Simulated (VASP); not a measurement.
Set up this calculation in VASP 6.6.1, as the native input.

| Property | Result |
| --- | --- |
| Task | single point |
| Functional | PBEsol |
| Potentials or basis | VASP PAW PBE potentials, release 64 (P) |
| Cutoff | 520 eV |
| k mesh | 18 × 18 × 5 |
| Occupations | fermi-dirac, width 0.1 eV |
| Spin | no spin polarisation |
| Dipole correction | no |
| Further INCAR settings | ALGO = Normal; EDIFF = 1e-07; NBANDS = 18 |

The structure of P lies in POSCAR:

```
P
1.0
    2.6061673117      0.0000000000      0.0000000000
   -1.3030836559      2.2570070985      0.0000000000
    0.0000000000      0.0000000000      9.5806807917
P
4
Direct
    0.0000000000      1.0000000000      0.0000000000
    0.0000000000      0.0000000000      0.5000000000
    0.3333333333      0.6666666667      0.2500000000
    0.6666666667      0.3333333333      0.7500000000
```

One way to write it, as run:

INCAR

```
SYSTEM = P
PREC = Accurate ; ENCUT = 520
EDIFF = 1E-7 ; ISMEAR = -1
SIGMA = 0.1 ; LREAL = .FALSE.
LASPH = .TRUE. ; NELM = 60
ALGO = Normal ; ISIF = 2
LWAVE = .FALSE. ; LCHARG = .FALSE.
GGA = PS ; NBANDS = 18
```

KPOINTS

```
regular mesh
0
G
  18 18 5
  0 0 0
```

Potentials or basis: VASP PAW PBE potentials, release 64 (P).

Command:

```bash
$ cat potpaw_PBE.64/P/POTCAR > POTCAR
$ mpirun -np 1 vasp_std > vasp.out
```

Results of the run:

```
Pressure               : 0.1 GPa
Band gap on the k mesh : zero (band 10 reaches 16.99 eV, above the bottom of band 11 at 6.38 eV)
```

Caveat: the PAW data sets were made with another functional, which shifts forces and pressure a little.

Wall time 67 s on 1 thread of Intel(R) Xeon(R) Platinum 8488C (Sapphire Rapids), on a shared host, peak memory 0.21 GiB.
